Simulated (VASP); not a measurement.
Input of a VASP 6.6.1 run:

POSCAR

```
Al
1.0
    0.0000000000      2.0351503298      2.0351503298
    2.0351503298      0.0000000000      2.0351503298
    2.0351503298      2.0351503298      0.0000000000
Al
1
Direct
    0.0000000000      0.0000000000      0.0000000000
```

The input INCAR.step1:

```
SYSTEM = Al
ALGO = Normal ; EDIFF = 1E-4
ENCUT = 520 ; GGA = PE
ISMEAR = 0 ; LASPH = .TRUE.
LCHARG = .FALSE. ; LREAL = .FALSE.
LWAVE = .TRUE. ; NBANDS = 8
NELM = 80 ; PREC = Accurate
SIGMA = 0.1
```

The input INCAR.step2:

```
SYSTEM = Al
ALGO = Normal ; EDIFF = 1E-6
ENCUT = 520 ; ISIF = 2
ISMEAR = 0 ; ISTART = 1
LASPH = .TRUE. ; LCHARG = .FALSE.
LMIXTAU = .TRUE. ; LREAL = .FALSE.
LWAVE = .FALSE. ; METAGGA = R2SCAN
NBANDS = 8 ; NELM = 80
PREC = Accurate ; SIGMA = 0.1
```

File KPOINTS:

```
k-points
0
G
  18 18 18
  0 0 0
```

Potentials or basis: VASP PAW PBE potentials, release 64 (Al).

Command:

```sh
$ cat potpaw_PBE.64/Al/POTCAR > POTCAR
$ cp INCAR.step1 INCAR
$ mpirun -np 1 vasp_std > vasp.out
$ cp INCAR.step2 INCAR
$ mpirun -np 1 vasp_std > vasp.out
```

Q: Predict the pressure.

A: -4.9 GPa.

Caveat: the PAW data sets were made with another functional, which shifts forces and pressure a little.
